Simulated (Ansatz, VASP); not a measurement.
## NbRu3 in VASP and in Ansatz

The input INCAR:

```
SYSTEM = NbRu3
  PREC = Accurate
  ENCUT = 520
  EDIFF = 1E-8
  ISMEAR = -1
  SIGMA = 0.05
  LREAL = .FALSE.
  LASPH = .TRUE.
  NELM = 60
  ALGO = Normal
  ISIF = 2
  LWAVE = .FALSE.
  LCHARG = .FALSE.
  LEFG = .TRUE.
  NBANDS = 36
```

Contents of KPOINTS:

```
regular mesh
0
G
  9 9 9
  0 0 0
```

The input POSCAR:

```
NbRu3
1.0
    3.8800000000      0.0000000000      0.0000000000
    0.0000000000      3.8800000000      0.0000000000
    0.0000000000      0.0000000000      3.9576000000
Nb Ru
1 3
Direct
    0.0000000000      0.0000000000      0.0000000000
    0.0000000000      0.5000000000      0.5000000000
    0.5000000000      0.0000000000      0.5000000000
    0.5000000000      0.5000000000      0.0000000000
```

Input for Ansatz:

```yaml
crystal:
  lattice:
    - [3.88, 0.0, 0.0]
    - [0.0, 3.88, 0.0]
    - [0.0, 0.0, 3.9576]
  atoms:
    - { symbol: Nb, position: [0.0, 0.0, 0.0] }
    - { symbol: Ru, position: [0.0, 0.5, 0.5] }
    - { symbol: Ru, position: [0.5, 0.0, 0.5] }
    - { symbol: Ru, position: [0.5, 0.5, 0.0] }
kpoints:
  mp_grid: { grid: [9, 9, 9] }
scf:
  occupations: { method: fermi_dirac, width: 0.05 }
hamiltonian:
  xc: lda
  pseudopotentials: { kind: all_electron, datasets: crystal }
output:
  forces: true
  stress: true
  eigenvalues: true
  efg: { contact_densities: true }
```

Change from the starting cell: zz strain of +2 %, crystal datasets.

Alike in both runs: task electric field gradients; functional LDA; k mesh 9 × 9 × 9; occupations fermi-dirac, width 0.05 eV; no spin polarisation.

```csv
,VASP,Ansatz
version,VASP 6.6.1,Ansatz 0.2.0
potentials or method,"VASP PAW LDA potentials, release 64 (Nb_sv, Ru_pv), cutoff 520 eV","all-electron PAW with datasets made for the crystal, scalar-relativistic"
```

Ansatz gave:

```
pressure (GPa)                                                : -16.2
traceless stress, the component that is largest in VASP (GPa) : -2.13
size of Vzz on the site where it differs most (V/Å²)          : 9.5
```

**Question.** Which values does VASP return?

**Answer.** Pressure (GPa): -15.8; traceless stress, the component that is largest in VASP (GPa): -2.14; size of Vzz on the site where it differs most (V/Å²): 17.5.

LDA's correlation is that of Perdew and Zunger in VASP and of Perdew and Wang (1992) in Ansatz. Ansatz ran all-electron here, and VASP with PAW potentials.
